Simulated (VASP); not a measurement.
# H20CO12 in VASP: single point with PBE+D3(BJ)

Aim: the single point of H20CO12 with PBE+D3(BJ).

Everything below comes from runs of VASP 6.6.1. Logs are shortened: lines on timing, memory, paths and dates and some standing lists are left out, and cuts for length are marked.

## Step 1: The cell of the first run

The cell holds an amorphous packing of atoms, 33 atoms: a = 7.153 Å, b = 7.153 Å, c = 7.153 Å, α = 90.00°, β = 90.00°, γ = 90.00°.

## Step 2: Single point, PBE+D3(BJ)

INCAR reads:

```
SYSTEM = H20CO12
PREC     = Accurate       ! precision mode
ENCUT    = 520            ! plane-wave cutoff, eV
EDIFF    = 1E-6           ! SCF threshold, eV
ISMEAR   = -1             ! smearing method
SIGMA    = 0.05           ! smearing width, eV
LREAL    = Auto         
LASPH    = .True.         ! aspherical terms in the spheres
NELM     = 80             ! most SCF steps
ALGO     = Normal         ! electronic algorithm
ISIF     = 2              ! what is computed and relaxed
LWAVE    = .False.        ! write WAVECAR
LCHARG   = .False.        ! write CHGCAR
GGA      = PE             ! functional
IVDW     = 12             ! dispersion correction
NBANDS   = 70             ! bands
```

KPOINTS reads:

```
regular mesh
0
Gamma
  1 1 1
  0 0 0
```

POSCAR reads:

```
H20CO12
1.0
    7.1530900000      0.0000000000      0.0000000000
    0.0000000000      7.1530900000      0.0000000000
    0.0000000000      0.0000000000      7.1530900000
O H C
12 20 1
Direct
    0.2488406256      0.3214834865      0.2293275868
    0.3750073987      0.4372349456      0.7050896988
    0.0694222379      0.6600065842      0.6652028973
    0.6927548007      1.0162224164      0.6006085386
    0.8799386205      0.6361324166      0.3333711658
    0.8125471603      0.3257896197      0.1070155466
    0.5154933588      0.5269894797      0.0527363870
    0.2036905271      0.0453857172      0.6973992030
    0.3877422979      1.0074060049      0.3636337334
    0.9059557645      0.2901843273      0.7391987627
    1.0575585326      0.9460876622      0.1039660278
    0.7520383936      0.8809633395      0.0081604272
    0.3395247975      0.4109497036      0.1743613365
    0.1717791738      0.2804070224      0.1247140919
    0.3401524483      0.3046028162      0.7104922901
    0.4319477981      0.4641393236      0.8286066363
    0.1079655075      0.7910924161      0.6862294447
    0.1857259370      0.5837448015      0.6785215921
    0.5855029221      1.0105033988      0.5132220943
    0.6503016505      0.9559266258      0.7149980351
    0.7533291288      0.6579494704      0.3792521672
    0.9584293920      0.6481752280      0.4486014672
    0.8808999767      0.4186116278      0.1833996686
    0.8630137155      0.3267386063     -0.0222503811
    0.5620344782      0.6547158424      0.0503592568
    0.6308627635      0.4467420425      0.0775265895
    0.0950389770      0.1306049572      0.6916271560
    0.2514858889      0.0329489339      0.5681875244
    0.3466725793      1.1290335433      0.3049342925
    0.3327675971      0.9107212222      0.2856246810
    0.9162765512      0.4138316399      0.6819801924
    0.8075412369      0.2170667405      0.6725843433
    0.9045386619      0.9114688377      0.0602243463
```

Potentials or basis: VASP PAW PBE potentials, release 64 (O, H, C).

Launch:

```sh
> cat potpaw_PBE.64/O/POTCAR potpaw_PBE.64/H/POTCAR potpaw_PBE.64/C/POTCAR > POTCAR
> mpirun -np 1 vasp_gam > vasp.out
```

OUTCAR:

```text
SYSTEM = H20CO12
   PREC = Accurate
   ENCUT = 520
   EDIFF = 1E-6
   ISMEAR = -1
   LREAL = Auto
   LASPH = .True.
   NELM = 80
   ISIF = 2
   GGA = PE
   IVDW = 12
 IVDW          = 12

 ion  position               nearest neighbor table
   1  0.249  0.321  0.229-  14 0.97  13 0.99
   2  0.375  0.437  0.705-  15 0.98  16 0.99
   3  0.069  0.660  0.665-  17 0.99  18 1.00
   4  0.693  0.016  0.601-  20 0.97  19 0.99
   5  0.880  0.636  0.333-  21 0.98  22 1.00
   6  0.813  0.326  0.107-  23 0.99  24 0.99
   7  0.515  0.527  0.053-  25 0.97  26 1.02
   8  0.204  0.045  0.697-  27 0.99  28 0.99
   9  0.388  0.007  0.364-  30 0.97  29 1.01
  10  0.906  0.290  0.739-  31 0.98  32 1.00
  11  0.058  0.946  0.104-  33 1.17
  12  0.752  0.881  0.008-  33 1.17
  13  0.340  0.411  0.174-   1 0.99
  14  0.172  0.280  0.125-   1 0.97
  15  0.340  0.305  0.710-   2 0.98
  16  0.432  0.464  0.829-   2 0.99
[... 14 lines left out ...]
  31  0.916  0.414  0.682-  10 0.98
  32  0.808  0.217  0.673-  10 1.00
  33  0.905  0.911  0.060-  11 1.17  12 1.17

  LATTYP: Found a simple cubic cell.
 ALAT       =     7.1530900000

  Lattice vectors:

 A1 = (   7.1530900000,   0.0000000000,   0.0000000000)
 A2 = (   0.0000000000,   7.1530900000,   0.0000000000)
 A3 = (   0.0000000000,   0.0000000000,   7.1530900000)

Analysis of symmetry for initial positions (statically):
=====================================================================
 Subroutine PRICEL returns:
 Original cell was already a primitive cell.

 Routine SETGRP: Setting up the symmetry group for a
 simple cubic supercell.

 Subroutine GETGRP returns: Found  1 space group operations
 (whereof  1 operations were pure point group operations)
 out of a pool of 48 trial point group operations.

The static configuration has the point symmetry C_1 .

Analysis of symmetry for dynamics (positions and initial velocities):
=====================================================================
 Subroutine PRICEL returns:
 Original cell was already a primitive cell.

 Routine SETGRP: Setting up the symmetry group for a
 simple cubic supercell.

 Subroutine GETGRP returns: Found  1 space group operations
 (whereof  1 operations were pure point group operations)
 out of a pool of 48 trial point group operations.

The dynamic configuration has the point symmetry C_1 .

 Subroutine INISYM returns: Found  1 space group operations
 (whereof  1 operations are pure point group operations),
 and found     1 'primitive' translations

----------------------------------------------------------------------------------------

                                     Primitive cell

  volume of cell :     366.0000

  direct lattice vectors                    reciprocal lattice vectors
     7.153090000  0.000000000  0.000000000     0.139799723  0.000000000  0.000000000
     0.000000000  7.153090000  0.000000000     0.000000000  0.139799723  0.000000000
     0.000000000  0.000000000  7.153090000     0.000000000  0.000000000  0.139799723

  length of vectors
     7.153090000  7.153090000  7.153090000     0.139799723  0.139799723  0.139799723

  position of ions in fractional coordinates (direct lattice)
     0.248840626  0.321483487  0.229327587
     0.375007399  0.437234946  0.705089699
     0.069422238  0.660006584  0.665202897
     0.692754801  0.016222416  0.600608539
     0.879938620  0.636132417  0.333371166
     0.812547160  0.325789620  0.107015547
[... 25 lines left out ...]
     0.807541237  0.217066741  0.672584343
     0.904538662  0.911468838  0.060224346

  ion indices of the primitive-cell ions
   primitive index   ion index
                 1           1
                 2           2
                 3           3
                 4           4
                 5           5
                 6           6
[... 25 lines left out ...]
                32          32
                33          33

----------------------------------------------------------------------------------------

 KPOINTS: regular mesh

Automatic generation of k-mesh.
 Grid dimensions read from file:
 generate k-points for:    1    1    1

 Generating k-lattice:

  Cartesian coordinates                     Fractional coordinates (reciprocal lattice)
     0.139799723  0.000000000  0.000000000     1.000000000  0.000000000  0.000000000
     0.000000000  0.139799723  0.000000000     0.000000000  1.000000000  0.000000000
     0.000000000  0.000000000  0.139799723     0.000000000  0.000000000  1.000000000

  Length of vectors
     0.139799723  0.139799723  0.139799723

  Shift w.r.t. Gamma in fractional coordinates (k-lattice)
     0.000000000  0.000000000  0.000000000

 Subroutine IBZKPT returns following result:
 ===========================================

 Found      1 irreducible k-points:

 Following reciprocal coordinates:
            Coordinates               Weight
  0.000000  0.000000  0.000000      1.000000
   k-points           NKPTS =      1   k-points in BZ     NKDIM =      1   number of bands    NBANDS=     70
   number of dos      NEDOS =    301   number of ions     NIONS =     33
   total plane-waves  NPLWV = 157464
   dimension x,y,z NGX =    54 NGY =   54 NGZ =   54
   dimension x,y,z NGXF=   108 NGYF=  108 NGZF=  108
   ions per type =              12  20   1
   NGX,Y,Z   is equivalent  to a cutoff of  12.55, 12.55, 12.55 a.u.
   NGXF,Y,Z  is equivalent  to a cutoff of  25.10, 25.10, 25.10 a.u.
 SYSTEM =  H20CO12
   PREC   = accura    normal or accurate (medium, high low for compatibility)
   ISTART =      0    job   : 0-new  1-cont  2-samecut
   ICHARG =      2    charge: 1-file 2-atom 10-const
   ISPIN  =      1    spin polarized calculation?
   LNONCOLLINEAR =      F non collinear calculations
   LSORBIT =      F    spin-orbit coupling
   LASPH  =      T    aspherical Exc in radial PAW
   ENCUT  =  520.0 eV  38.22 Ry    6.18 a.u.  13.30 13.30 13.30*2*pi/ulx,y,z
   NELM   =     80;   NELMIN=  2; NELMDL= -5     # of ELM steps
   EDIFF  = 0.1E-05   stopping-criterion for ELM
   LREAL  =      T    real-space projection
   EDIFFG = 0.1E-04   stopping-criterion for IOM
   NSW    =      0    number of steps for IOM
   IBRION =     -1    ionic relax: 0-MD 1-quasi-New 2-CG
   NFREE  =      0    steps in history (QN), initial steepest desc. (CG)
   ISIF   =      2    stress and relaxation
   ISYM   =      2    0-nonsym 1-usesym 2-fastsym
   POTIM  = 0.5000    time-step for ionic-motion
   TEBEG  =    0.0;   TEEND  =   0.0 temperature during run
   PSTRESS=    0.0 pullay stress
   NELECT =      96.0000    total number of electrons
   NUPDOWN=      -1.0000    fix difference up-down
   EMIN   =  10.00;   EMAX   =-10.00  energy-range for DOS
   EFERMI =   0.00;   METHOD = LEGACY
   ISMEAR =    -1;   SIGMA  =   0.05  broadening in eV -4-tet -1-fermi 0-gaus
   EFERMI_NEDOS =   21; number of points for ismear=-14 and -15
   IALGO  =     38    algorithm
   IMIX   =      4    mixing-type and parameters
     AMIX     =   0.40;   BMIX     =  1.00
     AMIX_MAG =   1.60;   BMIX_MAG =  1.00
  volume/ion in A,a.u.               =      11.09        74.85
  Fermi-wavevector in a.u.,A,eV,Ry     =   1.047944  1.980328 14.941746  1.098187
  Thomas-Fermi vector in A             =   2.182846
   LORBIT       =      0    0 simple, 1 ext, 2 COOP (PROOUT), +10 PAW based schemes
   GGA     = PE    functional components
   LHFCALC =     F    Hartree Fock is set to
   AEXX    =    0.0000 exact exchange contribution
   IVDW    =    12    specifies the selected vdW correction
   LEPSILON=     F    determine dielectric tensor
   LRPA    =     F    only Hartree local field effects (RPA)
 non-spin polarized calculation
  energy-cutoff  :      520.00
  volume of cell :      366.00
 maximum number of plane-waves:      4898
 NGX is ok and might be reduce to    54
   NGX = 27   NGY = 27   NGZ = 27

 number of electron      95.9999987 magnetization

 Free energy of the ion-electron system (eV)
  ---------------------------------------------------
  ext. energy  EPLUGINS =         0.00000000
  ---------------------------------------------------
  free energy    TOTEN  =      -169.70011547 eV

  energy without entropy =     -169.70011547  energy(sigma->0) =     -169.70011547

 E-fermi :  -2.5055     XC(G=0):  -6.6670

 val. band max:       -3.7675643637   @ k =   0.0000   0.0000   0.0000
 cond. band min:       1.0490149205   @ k =   0.0000   0.0000   0.0000
 fundamental gap:      4.8165792842
 Fermi energy:        -2.5054862748

 k-point     1 :       0.0000    0.0000    0.0000
  band No.  band energies     occupation
      1     -26.0370      2.00000
      2     -25.0455      2.00000
      3     -22.6277      2.00000
      4     -22.3986      2.00000
      5     -22.3539      2.00000
      6     -21.9647      2.00000
[... 52 lines left out ...]
     59       5.9133      0.00000
     60       6.0942      0.00000
 [bands above 60 left out]

------------------------ aborting loop because EDIFF is reached ----------------------------------------

 Edisp (eV)   -1.12608

 E8    (eV) :    -0.2365

  FORCE on cell =-STRESS in cart. coord.  units (eV):
  Direction    XX          YY          ZZ          XY          YZ          ZX
  --------------------------------------------------------------------------------------
  -------------------------------------------------------------------------------------
  Total       1.27805    -1.75284    -0.43025    -0.17339    -0.51363     0.24806
  in kB       5.59472    -7.67310    -1.88343    -0.75902    -2.24845     1.08590
  external pressure =       -1.32 kB  Pullay stress =        0.00 kB

 VOLUME and BASIS-vectors are now :
 -----------------------------------------------------------------------------
  energy-cutoff  :      520.00
  volume of cell :      366.00
      direct lattice vectors                 reciprocal lattice vectors
     7.153090000  0.000000000  0.000000000     0.139799723  0.000000000  0.000000000
     0.000000000  7.153090000  0.000000000     0.000000000  0.139799723  0.000000000
     0.000000000  0.000000000  7.153090000     0.000000000  0.000000000  0.139799723

 POSITION                                       TOTAL-FORCE (eV/Angst)
 -----------------------------------------------------------------------------------
      1.77998      2.29960      1.64040        -0.010653     -0.060491     -0.132266
      2.68246      3.12758      5.04357         0.016699     -0.013500      0.075556
      0.49658      4.72109      4.75826        -0.007892      0.076135     -0.092089
      4.95534      0.11604      4.29621        -0.070032     -0.045821      0.011744
      6.29428      4.55031      2.38463        -0.154499     -0.084778      0.166573
      5.81222      2.33040      0.76549         0.072296      0.057112      0.065030
[... 25 lines left out ...]
      5.77642      1.55270      4.81106        -0.025689     -0.081614     -0.024616
      6.47025      6.51982      0.43079        -0.133275     -0.019220     -0.065186
 -----------------------------------------------------------------------------------
    total drift:                               -0.014857      0.001777     -0.004546

  FREE ENERGIE OF THE ION-ELECTRON SYSTEM (eV)
  ---------------------------------------------------
  free  energy   TOTEN  =      -170.8261964191 eV

  energy  without entropy=     -170.8261964191  energy(sigma->0) =     -170.82619642
```

It took 48 s on 1 thread of AMD EPYC 7R13 (Zen 3), shared host; peak memory 0.33 GiB.

Results:

```
Free energy                : -170.8262 eV
Pressure                   : -0.1 GPa
Largest force              : 0.678 eV/Å
Band gap on the k mesh     : 4.82 eV
Dispersion energy per atom : -0.034 eV
```

Forces in eV/Å, atoms in the order of the input:
```
O   -0.011 -0.060 -0.132
O    0.017 -0.013  0.076
O   -0.008  0.076 -0.092
O   -0.070 -0.046  0.012
O   -0.154 -0.085  0.167
O    0.072  0.057  0.065
O   -0.065  0.022  0.010
O   -0.005 -0.054  0.066
O    0.027 -0.020  0.043
O    0.016 -0.001  0.009
O    0.631  0.129  0.213
O   -0.536 -0.143 -0.148
H    0.038  0.052  0.010
H   -0.019 -0.010  0.096
H   -0.039 -0.030 -0.053
H   -0.005  0.052 -0.017
H   -0.048  0.026  0.011
H    0.078 -0.103 -0.026
H    0.030  0.063 -0.048
H    0.001  0.018 -0.027
H    0.117  0.005 -0.054
H    0.093  0.013 -0.031
H   -0.074  0.040  0.047
H   -0.014 -0.032 -0.092
H   -0.021  0.097 -0.005
H    0.044 -0.122 -0.021
H   -0.055  0.048  0.052
H    0.064 -0.007 -0.061
H   -0.021  0.109 -0.020
H    0.016 -0.051  0.028
H    0.060  0.072  0.012
H   -0.026 -0.082 -0.025
C   -0.133 -0.019 -0.065
```

Caveat: the k points lie up to 0.88 Å⁻¹ apart.
